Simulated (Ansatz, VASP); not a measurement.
## One calculation of Cu3N, two programs

INCAR

```
ALGO = Normal ; EDIFF = 1E-7
EDIFFG = -0.002 ; ENCUT = 600
GGA = PE ; GGA_COMPAT = False
IBRION = 2 ; ISIF = 3
ISMEAR = 0 ; IVDW = 12
LASPH = True ; LCHARG = False
LREAL = False ; LWAVE = False
NELM = 120 ; NELMIN = 4
NSW = 100 ; PREC = Accurate
SIGMA = 0.01
```

KPOINTS

```
k-points
0
Gamma
  10 10 10
```

The input POSCAR:

```
Cu3N
1.0
    3.8147060000      0.0000000000      0.0000000000
    0.0000000000      3.8147060000      0.0000000000
    0.0000000000      0.0000000000      3.8147060000
Cu N
3 1
Direct
    0.0000000000      0.0000000000      0.5000000000
    0.0000000000      0.5000000000      0.0000000000
    0.5000000000      0.0000000000      0.0000000000
    0.0000000000      0.0000000000      0.0000000000
```

Input for Ansatz:

```yaml
crystal:
  lattice:
    - [3.814706, 0.0, 0.0]
    - [0.0, 3.814706, 0.0]
    - [0.0, 0.0, 3.814706]
  atoms:
    - { symbol: Cu, position: [0.0, 0.0, 0.5] }
    - { symbol: Cu, position: [0.0, 0.5, 0.0] }
    - { symbol: Cu, position: [0.5, 0.0, 0.0] }
    - { symbol: "N", position: [0.0, 0.0, 0.0] }
basis:
  ecutwfc: 420
kpoints:
  mp_grid: { grid: [10, 10, 10] }
hamiltonian:
  xc: pbe
  dispersion: d3bj
  pseudopotentials: { kind: paw, azcp: { folder: soft_1 } }
scf:
  occupations: { method: gaussian, width: 0.01 }
output:
  forces: true
  stress: true
  eigenvalues: true
  write_density: true
  write_potential: true
  elf: true
  volumetric_format: npy
relax:
  adjacent_minimum: "off"
  f_tol: 0.002
  max_steps: 80
  cell: { stress_tol: 0.02 }
```

Alike in both runs: task relaxation of cell and atoms; functional PBE; dispersion D3(BJ); k mesh 10 × 10 × 10; occupations gaussian, width 0.01 eV; no spin polarisation.

|  | VASP | Ansatz |
| --- | --- | --- |
| version | VASP 6.6.1 | Ansatz 0.2.0 |
| potentials or method | VASP PAW PBE potentials, release 64 (Cu, N), cutoff 600 eV | scalar-relativistic, plane waves, PAW |
| valence electrons in the cell | 38 | 62 |

Ansatz gave:

| Item | Value |
| --- | --- |
| gap on the k mesh at the Fermi level, each at its own relaxed structure (eV) | 0.11 |
| relaxed volume (Å³/atom) | 13.53 |
| relaxed cell length with the largest relative difference (Å) | 3.783 |

**Question.** Which values does VASP return?

**Answer.** gap on the k mesh at the Fermi level, each at its own relaxed structure (eV): 0.14; relaxed volume (Å³/atom): 13.59; relaxed cell length with the largest relative difference (Å): 3.788.

VASP's potentials hold 38 valence electrons a cell and Ansatz's 62, so a difference there can come from the potentials and not from the codes.
